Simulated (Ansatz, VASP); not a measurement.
## CaO in VASP and in Ansatz

```
Ca O
1.0
     0.00000    2.60423    2.60423
     2.60423    0.00000    2.60423
     2.60423    2.60423    0.00000
Ca O
1 1
Direct
  0.00000 0.00000 0.00000
  0.25000 0.25000 0.25000
```

Change from the starting cell: volume scaled by 0.98.

Alike in both runs: task single point; functional PBE; k mesh 11 × 11 × 11; occupations fermi-dirac, width 0.05 eV; no spin polarisation.

```csv
,VASP,Ansatz
version,VASP 6.6.1,Ansatz 0.2.0
potentials or method,"VASP PAW PBE potentials, release 64 (Ca_sv, O), cutoff 520 eV","all-electron LAPW, scalar-relativistic"
```

```csv
,VASP,Ansatz,Ansatz less VASP
gap on the k mesh at the Fermi level (eV),3.35,3.36,+0.008
pressure (GPa),2.1,1.6,-0.49
```

Ansatz ran all-electron here, and VASP with PAW potentials.
